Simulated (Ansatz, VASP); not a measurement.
## Hf4O3 in VASP and in Ansatz

```
Hf O
1.0
     4.80108    0.00000    0.00000
     0.00000    4.80108    0.00000
     0.00000    0.00000    5.05644
Hf O
4 3
Direct
  0.25061 0.25061 0.25166
  0.74939 0.74939 0.25166
  0.74939 0.25061 0.74834
  0.25061 0.74939 0.74834
  0.00000 0.00000 0.00000
  0.00000 0.00000 0.50000
  0.50000 0.50000 0.00000
```

Alike in both runs: functional PBE; k mesh 6 × 6 × 6; occupations gaussian, width 0.1 eV; no spin polarisation.

Ansatz relaxed the structure, and its values are those at the end. VASP's run is a single point on that final structure, the one shown.

|  | VASP | Ansatz |
| --- | --- | --- |
| version | VASP 6.6.1 | Ansatz 0.2.0 |
| potentials or method | VASP PAW PBE potentials, release 64 (Hf_pv, O), cutoff 520 eV | scalar-relativistic, plane waves, PAW |
| valence electrons in the cell | 58 | 122 |

```tsv
	VASP	Ansatz	Ansatz less VASP
gap on the k mesh at the Fermi level (eV)	none	none	-
pressure (GPa)	-1.7	0.0	+1.70
rms of the force components (eV/Å)	0.053	0.000	-0.0525
```

A gap of «none» marks a metal or a gap that the smearing closes. The functional is the same, so the differences come from potentials, cutoffs and numerics. VASP's potentials hold 58 valence electrons a cell and Ansatz's 122, so a difference there can come from the potentials and not from the codes.

Spin-orbit coupling is off throughout.
